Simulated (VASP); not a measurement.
# Ge32H19N in VASP: notebook, part 2 of 2

VASP 6.6.1. Earlier steps stand in the parts before.

## 3. Single point, PBE+D3(BJ)

Input file INCAR:

```
SYSTEM = Ge32H19N
ALGO = Normal
EDIFF = 1E-7
ENCUT = 520
GGA = PE
ISIF = 2
ISMEAR = 0
IVDW = 12
LASPH = .TRUE.
LCHARG = .FALSE.
LREAL = Auto
LWAVE = .FALSE.
NBANDS = 268
NELM = 80
PREC = Accurate
SIGMA = 0.03
```

Input file KPOINTS:

```
k-points
0
G
  1 1 1
  0 0 0
```

Input file POSCAR:

```
Ge32H19N
1.0
    8.0016200000      8.0016200000      0.0000000000
   -8.0016200000      8.0016200000      0.0000000000
    0.0000000000      0.0000000000     20.9129000000
Ge H N
32 19 1
Direct
   -0.3144445750      0.3104305128      0.3422076804
   -0.1936209168     -0.3187138354      0.3415714702
    0.0268138827     -0.0401225627      0.3753220739
    0.3064388836      0.1818722334      0.3416501298
   -0.0361172488     -0.4675312624      0.3823247852
    0.1887012255     -0.1918145950      0.3471957500
    0.4635048278      0.0328082938      0.3823924946
    0.5282885841     -0.5410566235      0.3827612622
   -0.1232081129      0.3858811716      0.3029198246
   -0.1194100695     -0.1293541808      0.2989187057
    0.1141870021      0.1124935950      0.3026045168
    0.3829461409      0.3725582445      0.3015979132
    0.1127776000     -0.3805718717      0.3034604000
    0.3761385819     -0.1131434634      0.3029381865
    0.6136298025      0.1181016469      0.3036336424
    0.6131164689     -0.3899146673      0.3047360242
   -0.0014347720      0.2514946348      0.2348142534
    0.0024433802     -0.2534976667      0.2281630477
    0.2509288744      0.0010747199      0.2290912308
    0.5015726190      0.2487443168      0.2285932606
    0.2497683594     -0.5007864033      0.2355908076
    0.4982773488     -0.2492371545      0.2358129671
    0.7490684386     -0.0010122950      0.2344978458
    0.7491331130     -0.4982182983      0.2291214514
   -0.1250000000      0.1250000000      0.1644629870
   -0.1250000000     -0.3750000000      0.1644629870
    0.1250000000     -0.1250000000      0.1644629870
    0.3750000000      0.1250000000      0.1644629870
    0.1250000000     -0.6250000000      0.1644629870
    0.3750000000     -0.3750000000      0.1644629870
    0.6250000000     -0.1250000000      0.1644629870
    0.6250000000     -0.6250000000      0.1644629870
   -0.0489780195      0.0489780195      0.1195430093
   -0.2010219805      0.2010219805      0.1195430093
   -0.0489780195     -0.4510219805      0.1195430093
   -0.2010219805     -0.2989780195      0.1195430093
    0.2010219805     -0.2010219805      0.1195430093
    0.0489780195     -0.0489780195      0.1195430093
    0.4510219805      0.0489780195      0.1195430093
    0.2989780195      0.2010219805      0.1195430093
    0.2010219805     -0.7010219805      0.1195430093
    0.0489780195     -0.5489780195      0.1195430093
    0.4510219805     -0.4510219805      0.1195430093
    0.2989780195     -0.2989780195      0.1195430093
    0.7010219805     -0.2010219805      0.1195430093
    0.5489780195     -0.0489780195      0.1195430093
    0.7010219805     -0.7010219805      0.1195430093
    0.5489780195     -0.5489780195      0.1195430093
    0.1478469360     -0.1471379546      0.4628519239
    0.2927757129     -0.1770636446      0.4647385107
    0.1943745766     -0.2877321717      0.4682725973
    0.2123570602     -0.2066209718      0.4490766943
```

Potentials or basis: VASP PAW PBE potentials, release 64 (Ge_d, H, N).

On the command line:

```sh
> cat potpaw_PBE.64/Ge_d/POTCAR potpaw_PBE.64/H/POTCAR potpaw_PBE.64/N/POTCAR > POTCAR
> mpirun -np 1 vasp_gam > vasp.out
```

Run time: 39 min. Hardware: 1 thread of Oxide Virtual Turin-like, shared host; peak memory 1.9 GiB.

Results (log left out):

* Free energy: -212.4049 eV
* Largest force: 0.640 eV/Å
* Dispersion energy per atom: -0.136 eV

Forces in eV/Å, atoms in the order of the input:
```
Ge   0.004  0.003  0.004
Ge  -0.008  0.010 -0.006
Ge  -0.061 -0.004  0.080
Ge  -0.010 -0.016 -0.004
Ge  -0.006  0.001  0.004
Ge  -0.050  0.000 -0.022
Ge  -0.007 -0.003  0.005
Ge  -0.001 -0.004  0.004
Ge   0.004  0.002  0.004
Ge  -0.003  0.012  0.001
Ge   0.004 -0.019 -0.004
Ge   0.001 -0.006 -0.003
Ge  -0.011  0.007 -0.008
Ge  -0.005 -0.009  0.000
Ge  -0.001 -0.001 -0.008
Ge   0.001  0.000 -0.006
Ge   0.000 -0.001 -0.003
Ge  -0.001 -0.008 -0.010
Ge   0.000  0.007 -0.011
Ge   0.000 -0.005 -0.007
Ge  -0.003  0.000 -0.002
Ge  -0.006 -0.003  0.000
Ge   0.000 -0.004 -0.002
Ge  -0.008 -0.003 -0.006
Ge  -0.203 -0.041  0.517
Ge   0.059  0.084 -0.632
Ge  -0.072  0.082 -0.434
Ge   0.075  0.062 -0.611
Ge   0.087  0.028  0.496
Ge  -0.173 -0.057  0.586
Ge   0.083 -0.072  0.482
Ge  -0.088  0.078 -0.511
H    0.029 -0.001  0.021
H    0.097 -0.021  0.006
H   -0.062 -0.104 -0.056
H    0.106 -0.014 -0.008
H   -0.088  0.069 -0.010
H    0.048 -0.020 -0.040
H   -0.063 -0.018 -0.051
H    0.105  0.048 -0.013
H   -0.085 -0.024  0.032
H   -0.008  0.009  0.010
H    0.024  0.005  0.020
H    0.088 -0.019  0.017
H   -0.085 -0.023  0.033
H   -0.006 -0.058  0.006
H   -0.084  0.061  0.003
H    0.055 -0.022 -0.028
H    0.194 -0.008  0.117
H    0.058 -0.003 -0.018
H    0.048 -0.001 -0.014
N    0.032  0.026  0.081
```

Levels at points of the mesh, in eV from the Fermi level:
| k point | band 233 | band 234 | band 235 | band 236 | band 237 | band 238 | band 239 | band 240 |
| --- | --- | --- | --- | --- | --- | --- | --- | --- |
| (0.00, 0.00, 0.00) | -0.35 | -0.20 | -0.20 | -0.15 | 0.39 | 0.80 | 1.13 | 1.19 |

Caveat: the k points lie up to 0.56 Å⁻¹ apart.

## 4. Single point, PBE+D3(BJ)

Input file INCAR:

```
SYSTEM = Ge32H19N
  PREC = Accurate
  ENCUT = 520
  EDIFF = 1E-7
  ISMEAR = 0
  SIGMA = 0.03
  LREAL = Auto
  LASPH = .True.
  NELM = 80
  ALGO = Normal
  ISIF = 2
  LWAVE = .False.
  LCHARG = .False.
  GGA = PE
  IVDW = 12
  NBANDS = 268
```

Input file KPOINTS:

```
regular mesh
0
Gamma
  1 1 1
  0 0 0
```

Input file POSCAR:

```
Ge32H19N
1.0
    8.0016200000      8.0016200000      0.0000000000
   -8.0016200000      8.0016200000      0.0000000000
    0.0000000000      0.0000000000     20.9129000000
Ge H N
32 19 1
Direct
   -0.3139446762      0.3108565515      0.3425926103
   -0.1846163027     -0.3102552358      0.3412281893
    0.0386566720     -0.0338056544      0.3826456398
    0.3142407412      0.1883263639      0.3414546524
   -0.0358706112     -0.4669205736      0.3818532102
    0.1929353056     -0.1941556835      0.3493872681
    0.4628774548      0.0310781442      0.3814098475
    0.5365434749     -0.5320722554      0.3816639490
   -0.1225123787      0.3848655022      0.3025569864
   -0.1104214522     -0.1186106688      0.3040727015
    0.1232587276      0.1140323459      0.3024746448
    0.3878710811      0.3806741635      0.3033951771
    0.1125264634     -0.3795256461      0.3032246604
    0.3760563486     -0.1142782337      0.3005859541
    0.6132535037      0.1180244126      0.3043303416
    0.6235588543     -0.3845917452      0.3019240756
    0.0005248312      0.2496598814      0.2352885540
    0.0009072538     -0.2520329008      0.2291249420
    0.2509933613     -0.0001891492      0.2279931526
    0.5007056071      0.2490263222      0.2291463642
    0.2496348864     -0.4996320120      0.2357376069
    0.4999378251     -0.2497016229      0.2350765317
    0.7507721561     -0.0008961310      0.2356735316
    0.7501790262     -0.5003464923      0.2283280176
   -0.1250000000      0.1250000000      0.1644629870
   -0.1250000000     -0.3750000000      0.1644629870
    0.1250000000     -0.1250000000      0.1644629870
    0.3750000000      0.1250000000      0.1644629870
    0.1250000000     -0.6250000000      0.1644629870
    0.3750000000     -0.3750000000      0.1644629870
    0.6250000000     -0.1250000000      0.1644629870
    0.6250000000     -0.6250000000      0.1644629870
   -0.0489780195      0.0489780195      0.1195430093
   -0.2010219805      0.2010219805      0.1195430093
   -0.0489780195     -0.4510219805      0.1195430093
   -0.2010219805     -0.2989780195      0.1195430093
    0.2010219805     -0.2010219805      0.1195430093
    0.0489780195     -0.0489780195      0.1195430093
    0.4510219805      0.0489780195      0.1195430093
    0.2989780195      0.2010219805      0.1195430093
    0.2010219805     -0.7010219805      0.1195430093
    0.0489780195     -0.5489780195      0.1195430093
    0.4510219805     -0.4510219805      0.1195430093
    0.2989780195     -0.2989780195      0.1195430093
    0.7010219805     -0.2010219805      0.1195430093
    0.5489780195     -0.0489780195      0.1195430093
    0.7010219805     -0.7010219805      0.1195430093
    0.5489780195     -0.5489780195      0.1195430093
    0.1983291508     -0.2353154111      0.4761634207
    0.3284062477     -0.1815931024      0.4529444984
    0.2976755957     -0.3240871224      0.4424829651
    0.2626476888     -0.2406611411      0.4419199633
```

Potentials or basis: VASP PAW PBE potentials, release 64 (Ge_d, H, N).

On the command line:

```sh
> cat potpaw_PBE.64/Ge_d/POTCAR potpaw_PBE.64/H/POTCAR potpaw_PBE.64/N/POTCAR > POTCAR
> mpirun -np 1 vasp_gam > vasp.out
```

OUTCAR:

```text
SYSTEM = Ge32H19N
   PREC = Accurate
   ENCUT = 520
   EDIFF = 1E-7
   ISMEAR = 0
   LREAL = Auto
   LASPH = .True.
   NELM = 80
   ISIF = 2
   GGA = PE
   IVDW = 12
 IVDW          = 12

 ion  position               nearest neighbor table
   1  0.686  0.311  0.343-  15 2.47   9 2.47   8 2.59
   2  0.815  0.690  0.341-  10 2.45  16 2.47   5 2.59
   3  0.039  0.966  0.383-  10 2.54  11 2.55   6 2.61
   4  0.314  0.188  0.341-  11 2.46  12 2.46   7 2.59
   5  0.964  0.533  0.382-  13 2.55   9 2.55   2 2.59
[... 577 lines left out ...]
  Total      12.08451     5.33353    -0.57275    -0.71097     0.15865     0.27950
  in kB       7.23002     3.19099    -0.34267    -0.42537     0.09492     0.16722
  external pressure =        3.36 kB  Pullay stress =        0.00 kB

 VOLUME and BASIS-vectors are now :
 -----------------------------------------------------------------------------
  energy-cutoff  :      520.00
  volume of cell :     2677.94
      direct lattice vectors                 reciprocal lattice vectors
     8.001620000  8.001620000  0.000000000     0.062487346  0.062487346  0.000000000
    -8.001620000  8.001620000  0.000000000    -0.062487346  0.062487346  0.000000000
     0.000000000  0.000000000 20.912900000     0.000000000  0.000000000  0.047817376

 POSITION                                       TOTAL-FORCE (eV/Angst)
 -----------------------------------------------------------------------------------
      3.00220      7.97691      7.16460         0.001918      0.003443      0.004719
      1.00531     12.04347      7.13607        -0.004672      0.001533      0.005465
     -7.42180      8.04044      8.00223        -0.004567      0.004817      0.009781
      1.00752      4.02135      7.14081        -0.001843     -0.002512     -0.001020
      3.44910     11.98010      7.98566         0.000515     -0.000227      0.002821
     -4.90426      7.99185      7.30670        -0.000088      0.002079     -0.004374
[... 44 lines left out ...]
     -3.02651      7.79028      9.25360         0.014358      0.013404     -0.030221
     -3.97433      8.17755      9.24183         0.033770      0.007224      0.049282
 -----------------------------------------------------------------------------------
    total drift:                                0.008607      0.000312      0.001063

  FREE ENERGIE OF THE ION-ELECTRON SYSTEM (eV)
  ---------------------------------------------------
  free  energy   TOTEN  =      -212.5855651000 eV

  energy  without entropy=     -212.5855651000  energy(sigma->0) =     -212.58556510
```

It took 46 min on 1 thread of Oxide Virtual Turin-like, shared host; peak memory 1.9 GiB.

Results:

```
Free energy                : -212.5856 eV
Largest force              : 0.593 eV/Å
Dispersion energy per atom : -0.136 eV
```

Forces in eV/Å, atoms in the order of the input:
```
Ge   0.002  0.003  0.005
Ge  -0.005  0.002  0.005
Ge  -0.005  0.005  0.010
Ge  -0.002 -0.003 -0.001
Ge   0.001  0.000  0.003
Ge   0.000  0.002 -0.004
Ge   0.000  0.001  0.005
Ge   0.000  0.004  0.005
Ge   0.003  0.001  0.000
Ge   0.001  0.001 -0.003
Ge  -0.003  0.003  0.007
Ge   0.002  0.002 -0.005
Ge  -0.001  0.003 -0.003
Ge   0.002  0.000 -0.003
Ge   0.003  0.000 -0.001
Ge  -0.004  0.003  0.004
Ge   0.001  0.000 -0.004
Ge   0.001  0.005 -0.006
Ge   0.006  0.003 -0.004
Ge  -0.001  0.002 -0.006
Ge  -0.001  0.000 -0.002
Ge   0.000  0.002 -0.005
Ge   0.003  0.000 -0.002
Ge   0.003  0.001 -0.009
Ge  -0.163  0.011  0.570
Ge   0.041  0.043 -0.552
Ge  -0.095 -0.059 -0.488
Ge   0.025 -0.013 -0.591
Ge   0.142 -0.016  0.567
Ge  -0.154  0.005  0.555
Ge   0.160  0.013  0.548
Ge  -0.058 -0.035 -0.540
H    0.026 -0.014  0.014
H    0.093 -0.002  0.022
H   -0.059  0.001 -0.047
H    0.096  0.000 -0.009
H   -0.082 -0.016 -0.007
H    0.053 -0.025 -0.050
H   -0.058  0.029 -0.045
H    0.099  0.056 -0.015
H   -0.080  0.004  0.024
H   -0.017  0.021  0.023
H    0.020 -0.013  0.016
H    0.082 -0.004  0.017
H   -0.079  0.009  0.020
H   -0.019  0.009  0.026
H   -0.092 -0.021 -0.002
H    0.057 -0.028 -0.024
H    0.013 -0.013 -0.016
H   -0.005  0.002 -0.019
H    0.014  0.013 -0.030
N    0.034  0.007  0.049
```

Caveat: the k points lie up to 0.56 Å⁻¹ apart.

## 5. Overview

| cell | largest force (eV/Å) |
| --- | --- |
| as given, atomic positions A | 0.60 |
| as given, atomic positions B | 0.64 |
| as given, atomic positions C | 0.59 |

Alike in all rows: task single point; level PBE+D3(BJ); potentials or basis VASP PAW PBE potentials, release 64 (Ge_d, H, N); no spin polarisation; k mesh 1 × 1 × 1; cutoff (eV) 520; smearing gaussian 0.03 eV.

Caveats: all runs use coarse meshes.

Total energies depend on the potentials used, so only differences within one code and one set of settings carry meaning.
